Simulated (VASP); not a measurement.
La3O2, 5 atoms in the cell. The structure is trigonal, space group R-3m (No. 166). Conventional cell: a = 7.544 Å, b = 7.544 Å, c = 9.015 Å, α = 90.00°, β = 90.00°, γ = 120.00°. Within 2.9 Å of La (site symmetry 2/m) lie 2 O at 2.18 Å. O (site symmetry 3m) has 3 La at 2.18 Å within 2.9 Å. 

| Property | Result |
| --- | --- |
| Program | VASP 6.6.1 |
| Task | relaxation of cell and atoms |
| Functional | PBE |
| Potentials or basis | VASP PAW PBE potentials, release 64 (La, O) |
| Cutoff | 600 eV |
| k mesh | 3 × 3 × 3 |
| Occupations | gaussian, width 0.1 eV |
| Spin | no spin polarisation |
| Dipole correction | no |
| Further INCAR settings | ALGO = Normal; EDIFF = 1e-07; IBRION = 2; EDIFFG = -0.04; NSW = 90; ISIF = 3 |

Potentials or basis: VASP PAW PBE potentials, release 64 (La, O).

The run is started by

```console
$ cat potpaw_PBE.64/La/POTCAR potpaw_PBE.64/O/POTCAR > POTCAR
$ mpirun -np 1 vasp_std > vasp.out
```

Hardware: 1 thread of Intel(R) Xeon(R) 6975P-C (Granite Rapids), with other jobs on the host.

Estimate the wall time of this run.

Wall time 3.5 min on 1 thread of Intel(R) Xeon(R) 6975P-C (Granite Rapids), with other jobs on the host, peak memory 0.29 GiB. Counts: scf iterations 119, k points 6, ion steps 10.
